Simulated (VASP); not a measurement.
Si, 4 atoms in the cell. The cell holds a slab with vacuum, 4 atoms: a = 3.847 Å, b = 3.847 Å, c = 34.489 Å, α = 90.00°, β = 90.00°, γ = 120.00°. 

```yaml
Program: VASP 6.6.1
Task: single point
Functional: PBE
Dispersion: D3(BJ)
Potentials_or_basis: VASP PAW PBE potentials, release 64 (Si)
Cutoff: 520 eV
k_mesh: 15 × 15 × 1
Occupations: gaussian, width 0.1 eV
Spin: no spin polarisation
Dipole_correction: yes
Further_INCAR_settings: ALGO = Normal; EDIFF = 1e-06; NBANDS = 16
```

Potentials or basis: VASP PAW PBE potentials, release 64 (Si).

Command:

```sh
$ cat potpaw_PBE.64/Si/POTCAR > POTCAR
$ mpirun -np 1 vasp_std > vasp.out
```

Hardware: 1 thread of Intel Xeon 8259CL (shared host).

Q: How long does it take, and how much memory?

A: Wall time 7.5 min on 1 thread of Intel Xeon 8259CL, on a shared host, peak memory 0.61 GiB. Counts: scf iterations 22, k points 27.
